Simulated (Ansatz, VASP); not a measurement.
# Two plane-wave programs on KF

Contents of INCAR:

```
SYSTEM = KF
ALGO = Normal ; EDIFF = 1E-8
ENCUT = 520 ; GGA = PE
GGA_COMPAT = .FALSE. ; ISIF = 2
ISMEAR = -1 ; LASPH = .TRUE.
LCHARG = .FALSE. ; LEFG = .TRUE.
LREAL = .FALSE. ; LWAVE = .FALSE.
NBANDS = 15 ; NELM = 120
PREC = Accurate ; SIGMA = 0.05
```

File KPOINTS:

```
k-points
0
G
  11 11 11
  0 0 0
```

File POSCAR:

```
KF
1.0
    0.0000000000      2.9945032571      2.9945032571
    2.9945032571      0.0000000000      2.9945032571
    2.9945032571      2.9945032571      0.0000000000
K F
1 1
Direct
    0.0000000000      0.0000000000      0.0000000000
    0.2500000000      0.2500000000      0.2500000000
```

Input for Ansatz:

```yaml
crystal:
  lattice:
    - [0.0, 2.9945032571, 2.9945032571]
    - [2.9945032571, 0.0, 2.9945032571]
    - [2.9945032571, 2.9945032571, 0.0]
  atoms:
    - { symbol: K, position: [0.0, 0.0, 0.0] }
    - { symbol: F, position: [0.25, 0.25, 0.25] }
kpoints:
  mp_grid: { grid: [11, 11, 11] }
scf:
  occupations: { method: fermi_dirac, width: 0.05 }
hamiltonian:
  xc: pbe
  pseudopotentials: { kind: paw }
output:
  forces: true
  stress: true
  eigenvalues: true
  efg: { contact_densities: true }
```

Change from the starting cell: volume scaled by 1.02, PAW files.

Alike in both runs: task electric field gradients; functional PBE; k mesh 11 × 11 × 11; occupations fermi-dirac, width 0.05 eV; no spin polarisation.

|  | VASP | Ansatz |
| --- | --- | --- |
| version | VASP 6.6.1 | Ansatz 0.2.0 |
| potentials or method | VASP PAW PBE potentials, release 64 (K_sv, F) | PAW with Ansatz's default frozen-core files, scalar-relativistic |
| plane-wave cutoff (eV) | 520 | 420 |
| valence electrons in the cell | 16 | 16 |

```tsv
	VASP	Ansatz	Ansatz less VASP
gap on the k mesh at the Fermi level (eV)	5.00	5.01	+0.010
pressure (GPa)	-0.4	-0.4	-0.01
```
